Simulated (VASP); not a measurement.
# Cu (C2/m) in VASP: further runs

Cu is run at these levels: PBEsol; tasks: single point.

Everything below comes from runs of VASP 6.6.1. Logs are shortened: lines on timing, memory, paths and dates and some standing lists are left out, and cuts for length are marked.

**1. The cell of the first run**

It takes space group C2/m (No. 12, monoclinic). The conventional cell has a = 4.081 Å, b = 2.752 Å, c = 12.285 Å, α = 90.00°, β = 94.76°, γ = 90.00°. Within 3.0 Å of Cu (site symmetry m) lie 13 Cu at 2.28 to 2.89 Å. Cu (site symmetry m) has 14 Cu at 2.46 to 2.89 Å within 3.2 Å. Within 3.2 Å of Cu (site symmetry m) lie 14 Cu at 2.46 to 2.89 Å.

**2. Single point, PBEsol**

File INCAR:

```
PREC     = Accurate       # precision mode
ENCUT    = 520            # plane-wave cutoff, eV
EDIFF    = 1E-6           # SCF threshold, eV
ISMEAR   = 0              # smearing method
SIGMA    = 0.15           # smearing width, eV
LREAL    = F              # projectors in reciprocal space
LASPH    = T              # aspherical terms in the spheres
NELM     = 80             # most SCF steps
ALGO     = Fast           # electronic algorithm
ISIF     = 2              # what is computed and relaxed
LWAVE    = F              # write WAVECAR
LCHARG   = T              # write CHGCAR
GGA      = PS             # functional
LELF     = T              # ELF
LVHAR    = T            
NBANDS   = 42             # bands
```

File KPOINTS:

```
regular mesh
0
Gamma
  20 20 4
```

File POSCAR:

```
Cu
1.0
   -1.4427933200     -1.4427933200     -1.3760814500
   -1.4427933200     -1.4427933200      1.3760814500
   -9.3781565800      7.9353632600      0.0000000000
Cu
6
Direct
    0.4791708333      0.4791708333      0.0833166667
   -0.2291625000     -0.2291625000      0.9166500000
    0.3958375000      0.3958375000      0.4166500000
   -0.0624958333     -0.0624958333      0.2499833333
    0.3125041667      0.3125041667      0.7499833333
   -0.1458291667     -0.1458291667      0.5833166667
```

Potentials or basis: VASP PAW PBE potentials, release 64 (Cu).

Run with:

```
$ cat potpaw_PBE.64/Cu/POTCAR > POTCAR
$ mpirun -np 1 vasp_std > vasp.out
```

OUTCAR:

```text
PREC = Accurate
   ENCUT = 520
   EDIFF = 1E-6
   ISMEAR = 0
   LREAL = F
   LASPH = T
   NELM = 80
   ISIF = 2
   GGA = PS

 ion  position               nearest neighbor table
   1  0.479  0.479  0.083-   2 2.28   4 2.46   4 2.46   2 2.66   2 2.66
   2  0.771  0.771  0.917-   1 2.28   5 2.46   5 2.46   1 2.66   1 2.66
   3  0.396  0.396  0.417-   4 2.46   4 2.46   6 2.46   6 2.46
   4  0.938  0.938  0.250-   1 2.46   1 2.46   3 2.46   3 2.46
   5  0.313  0.313  0.750-   6 2.46   6 2.46   2 2.46   2 2.46
   6  0.854  0.854  0.583-   5 2.46   5 2.46   3 2.46   3 2.46

  LATTYP: Found a base centered monoclinic cell.
 ALAT       =     4.0808357617
 B/A-ratio  =     0.6744115815
 C/A-ratio  =     3.0103986447
 COS(beta)  =    -0.0830454799

  Lattice vectors:

 A1 = (   1.4427933200,   1.4427933200,   1.3760814500)
 A2 = (   1.4427933200,   1.4427933200,  -1.3760814500)
 A3 = (  -9.3781565800,   7.9353632600,   0.0000000000)

Analysis of symmetry for initial positions (statically):
=====================================================================
 Subroutine PRICEL returns:
 Original cell was already a primitive cell.

 Routine SETGRP: Setting up the symmetry group for a
 base centered monoclinic supercell.

 Subroutine GETGRP returns: Found  4 space group operations
 (whereof  2 operations were pure point group operations)
 out of a pool of  4 trial point group operations.

The static configuration has the point symmetry C_1h.
 The point group associated with its full space group is C_2h.

Analysis of symmetry for dynamics (positions and initial velocities):
=====================================================================
 Subroutine PRICEL returns:
 Original cell was already a primitive cell.

 Routine SETGRP: Setting up the symmetry group for a
 base centered monoclinic supercell.

 Subroutine GETGRP returns: Found  4 space group operations
 (whereof  2 operations were pure point group operations)
 out of a pool of  4 trial point group operations.

The dynamic configuration has the point symmetry C_1h.
 The point group associated with its full space group is C_2h.

 Subroutine INISYM returns: Found  4 space group operations
 (whereof  2 operations are pure point group operations),
 and found     1 'primitive' translations

----------------------------------------------------------------------------------------

                                     Primitive cell

  volume of cell :      68.7486

  direct lattice vectors                    reciprocal lattice vectors
    -1.442793320 -1.442793320 -1.376081450    -0.158835409 -0.187714574 -0.363350585
    -1.442793320 -1.442793320  1.376081450    -0.158835409 -0.187714574  0.363350585
    -9.378156580  7.935363260  0.000000000    -0.057758330  0.057758330  0.000000000

  length of vectors
     2.461078074  2.461078074 12.284942446     0.438735793  0.438735793  0.081682614

  position of ions in fractional coordinates (direct lattice)
     0.479170833  0.479170833  0.083316667
     0.770837500  0.770837500  0.916650000
     0.395837500  0.395837500  0.416650000
     0.937504167  0.937504167  0.249983333
     0.312504167  0.312504167  0.749983333
     0.854170833  0.854170833  0.583316667

  ion indices of the primitive-cell ions
   primitive index   ion index
                 1           1
                 2           2
                 3           3
                 4           4
                 5           5
                 6           6

----------------------------------------------------------------------------------------

 KPOINTS: regular mesh

Automatic generation of k-mesh.
 Grid dimensions read from file:
 generate k-points for:   20   20    4

 Generating k-lattice:

  Cartesian coordinates                     Fractional coordinates (reciprocal lattice)
    -0.007941770 -0.009385729 -0.018167529     0.050000000  0.000000000 -0.000000000
    -0.007941770 -0.009385729  0.018167529     0.000000000  0.050000000 -0.000000000
    -0.014439583  0.014439583  0.000000000     0.000000000  0.000000000  0.250000000

  Length of vectors
     0.021936790  0.021936790  0.020420654

  Shift w.r.t. Gamma in fractional coordinates (k-lattice)
     0.000000000  0.000000000  0.000000000

 Subroutine IBZKPT returns following result:
 ===========================================

 Found    432 irreducible k-points:

 Following reciprocal coordinates:
            Coordinates               Weight
  0.000000  0.000000  0.000000      1.000000
  0.050000  0.000000  0.000000      4.000000
  0.100000  0.000000  0.000000      4.000000
  0.150000 -0.000000  0.000000      4.000000
  0.200000  0.000000  0.000000      4.000000
  0.250000 -0.000000  0.000000      4.000000
[... 16 lines left out ...]
 -0.400000  0.050000 -0.000000      4.000000
 -0.350000  0.050000 -0.000000      4.000000
 [... further k-points ...]
   k-points           NKPTS =    432   k-points in BZ     NKDIM =    432   number of bands    NBANDS=     42
   number of dos      NEDOS =    301   number of ions     NIONS =      6
   total plane-waves  NPLWV =  31104
   dimension x,y,z NGX =    18 NGY =   18 NGZ =   96
   dimension x,y,z NGXF=    36 NGYF=   36 NGZF=  192
   ions per type =               6
   NGX,Y,Z   is equivalent  to a cutoff of  12.16, 12.16, 12.99 a.u.
   NGXF,Y,Z  is equivalent  to a cutoff of  24.32, 24.32, 25.98 a.u.
 SYSTEM =  unknown system
   PREC   = accura    normal or accurate (medium, high low for compatibility)
   ISTART =      0    job   : 0-new  1-cont  2-samecut
   ICHARG =      2    charge: 1-file 2-atom 10-const
   ISPIN  =      1    spin polarized calculation?
   LNONCOLLINEAR =      F non collinear calculations
   LSORBIT =      F    spin-orbit coupling
   LASPH  =      T    aspherical Exc in radial PAW
   ENCUT  =  520.0 eV  38.22 Ry    6.18 a.u.   4.58  4.58 22.84*2*pi/ulx,y,z
   NELM   =     80;   NELMIN=  2; NELMDL= -5     # of ELM steps
   EDIFF  = 0.1E-05   stopping-criterion for ELM
   LREAL  =      F    real-space projection
   EDIFFG = 0.1E-04   stopping-criterion for IOM
   NSW    =      0    number of steps for IOM
   IBRION =     -1    ionic relax: 0-MD 1-quasi-New 2-CG
   NFREE  =      0    steps in history (QN), initial steepest desc. (CG)
   ISIF   =      2    stress and relaxation
   ISYM   =      2    0-nonsym 1-usesym 2-fastsym
   POTIM  = 0.5000    time-step for ionic-motion
   TEBEG  =    0.0;   TEEND  =   0.0 temperature during run
   PSTRESS=    0.0 pullay stress
   NELECT =      66.0000    total number of electrons
   NUPDOWN=      -1.0000    fix difference up-down
   EMIN   =  10.00;   EMAX   =-10.00  energy-range for DOS
   EFERMI =   0.00;   METHOD = LEGACY
   ISMEAR =     0;   SIGMA  =   0.15  broadening in eV -4-tet -1-fermi 0-gaus
   EFERMI_NEDOS =   21; number of points for ismear=-14 and -15
   IALGO  =     68    algorithm
   IMIX   =      4    mixing-type and parameters
     AMIX     =   0.40;   BMIX     =  1.00
     AMIX_MAG =   1.60;   BMIX_MAG =  1.00
  volume/ion in A,a.u.               =      11.46        77.32
  Fermi-wavevector in a.u.,A,eV,Ry     =   1.614984  3.051878 35.486359  2.608174
  Thomas-Fermi vector in A             =   2.709805
   LORBIT       =      0    0 simple, 1 ext, 2 COOP (PROOUT), +10 PAW based schemes
   GGA     = PS    functional components
   LHFCALC =     F    Hartree Fock is set to
   AEXX    =    0.0000 exact exchange contribution
   IVDW    =     0    specifies the selected vdW correction
   LEPSILON=     F    determine dielectric tensor
   LRPA    =     F    only Hartree local field effects (RPA)
 non-spin polarized calculation
 RMM-DIIS sequential band-by-band and
 Gauss-broadening in eV      SIGMA  =   0.15
  energy-cutoff  :      520.00
  volume of cell :       68.75
 maximum number of plane-waves:      1880
   NGX =  9   NGY =  9   NGZ = 45

 number of electron      65.9999970 magnetization

 Free energy of the ion-electron system (eV)
  ---------------------------------------------------
  ext. energy  EPLUGINS =         0.00000000
  ---------------------------------------------------
  free energy    TOTEN  =       -25.50034026 eV

  energy without entropy =      -25.47747383  energy(sigma->0) =      -25.48890705

 E-fermi :   7.7710     XC(G=0): -13.0826

 val. band max:        7.7690740382   @ k =   0.5000   0.0000   0.2500
 cond. band min:       7.7729670613   @ k =   0.5000   0.3000   0.0000
 fundamental gap:      0.0038930231
 Fermi energy:         7.7709612803

 k-point     1 :       0.0000    0.0000    0.0000
  band No.  band energies     occupation
      1      -1.8347      2.00000
      2      -0.8039      2.00000
      3      -0.7928      2.00000
      4       1.6663      2.00000
      5       1.6686      2.00000
      6       2.5579      2.00000
[... 34 lines left out ...]
     41      25.2877      0.00000
     42      26.5730      0.00000

 k-point     2 :       0.0500    0.0000    0.0000
  band No.  band energies     occupation
      1      -1.7581      2.00000
      2      -0.7515      2.00000
      3      -0.6994      2.00000
      4       1.6978      2.00000
      5       1.7577      2.00000
      6       2.6028      2.00000
[... 34 lines left out ...]
     41      25.4378      0.00000
     42      25.5468      0.00000

 k-point     3 :       0.1000    0.0000    0.0000
  band No.  band energies     occupation
      1      -1.5300      2.00000
      2      -0.5601      2.00000
      3      -0.4588      2.00000
      4       1.8446      2.00000
      5       1.9606      2.00000
      6       2.7323      2.00000
[... 897 lines left out ...]
      4       2.8313      2.00000
      5       2.9042      2.00000
      6       3.3741      2.00000
[... 34 lines left out ...]
     41      15.3566      0.00000
     42      15.9132      0.00000

 k-point    24 :      -0.3500    0.0500   -0.0000
  band No.  band energies     occupation
      1       1.7624      2.00000
      2       2.0778      2.00000
      3       2.2242      2.00000
      4       2.8902      2.00000
      5       2.9558      2.00000
      6       3.4408      2.00000
[... 34 lines left out ...]
     41      15.9400      0.00000
     42      17.2884      0.00000

 [... further k-points ...]

------------------------ aborting loop because EDIFF is reached ----------------------------------------

  FORCE on cell =-STRESS in cart. coord.  units (eV):
  Direction    XX          YY          ZZ          XY          YZ          ZX
  --------------------------------------------------------------------------------------
  -------------------------------------------------------------------------------------
  Total       -0.3241748      1.8644220     -0.9071481     -0.2446710      0.0000000      0.0000000
  in kB       -7.5548552     43.4501388    -21.1409826     -5.7020286      0.0000000      0.0000000
  external PRESSURE =       4.9181004 kB  Pullay stress =       0.0000000 kB

 VOLUME and BASIS-vectors are now :
 -----------------------------------------------------------------------------
  energy-cutoff  :      520.00
  volume of cell :       68.75
      direct lattice vectors                 reciprocal lattice vectors
    -1.442793320 -1.442793320 -1.376081450    -0.158835409 -0.187714574 -0.363350585
    -1.442793320 -1.442793320  1.376081450    -0.158835409 -0.187714574  0.363350585
    -9.378156580  7.935363260  0.000000000    -0.057758330  0.057758330  0.000000000

 POSITION                                       TOTAL-FORCE (eV/Angst)
 -----------------------------------------------------------------------------------
     -2.16405     -0.72154      0.00000         0.016032      0.772488      0.000000
    -10.82081      5.04963      0.00000        -0.016032     -0.772488      0.000000
     -5.04963      2.16405      0.00000         0.000475     -0.001659      0.000000
     -5.04963     -0.72154      0.00000        -0.023626      0.010329      0.000000
     -7.93522      5.04963      0.00000         0.023626     -0.010329      0.000000
     -7.93522      2.16405      0.00000        -0.000475      0.001659      0.000000
 -----------------------------------------------------------------------------------
    total drift:                               -0.000001      0.000004     -0.000000

  FREE ENERGIE OF THE ION-ELECTRON SYSTEM (eV)
  ---------------------------------------------------
  free  energy   TOTEN  =       -25.5003402640 eV

  energy  without entropy=      -25.4774738262  energy(sigma->0) =      -25.48890705
```

Wall time 10 min (1 thread of Intel Xeon 6975P-C (Granite Rapids), shared host); peak memory 0.83 GiB.

What came out:

```
Free energy            : -25.5003 eV
Pressure               : 0.5 GPa
Largest force          : 0.773 eV/Å
Band gap on the k mesh : zero (bands 33 and 34 overlap by 5.54 eV)
```

Forces in eV/Å, atoms in the order of the input:
```
Cu   0.016  0.772  0.000
Cu  -0.016 -0.772  0.000
Cu   0.000 -0.002  0.000
Cu  -0.024  0.010  0.000
Cu   0.024 -0.010  0.000
Cu   0.000  0.002  0.000
```

Stress tensor (GPa, compression positive):
```
-0.76 -0.57  0.00
-0.57  4.35  0.00
 0.00  0.00 -2.11
```

Caveat: the PAW data sets were made with another functional, which shifts forces and pressure a little.

(Continued in part 2 of 2.)
